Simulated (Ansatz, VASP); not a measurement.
ZnAu: VASP beside Ansatz

```
CELL_PARAMETERS angstrom
3.19860 0.00000 0.00000
0.00000 3.19860 0.00000
0.00000 0.00000 3.19860
ATOMIC_POSITIONS crystal
Zn 0.50000 0.50000 0.50000
Au 0.00000 0.00000 0.00000
```

Change from the starting cell: volume scaled by 1.05.

Alike in both runs: task single point; functional PBE; k mesh 12 × 12 × 12; occupations fermi-dirac, width 0.05 eV; no spin polarisation.

|  | VASP | Ansatz |
| --- | --- | --- |
| version | VASP 6.6.1 | Ansatz 0.2.0 |
| potentials or method | VASP PAW PBE potentials, release 64 (Zn, Au), cutoff 520 eV | all-electron LAPW, scalar-relativistic |

```csv
,VASP,Ansatz,Ansatz less VASP
pressure (GPa),-1.2,-1.3,-0.02
```

Ansatz ran all-electron here, and VASP with PAW potentials.

Neither program's run includes spin-orbit coupling.
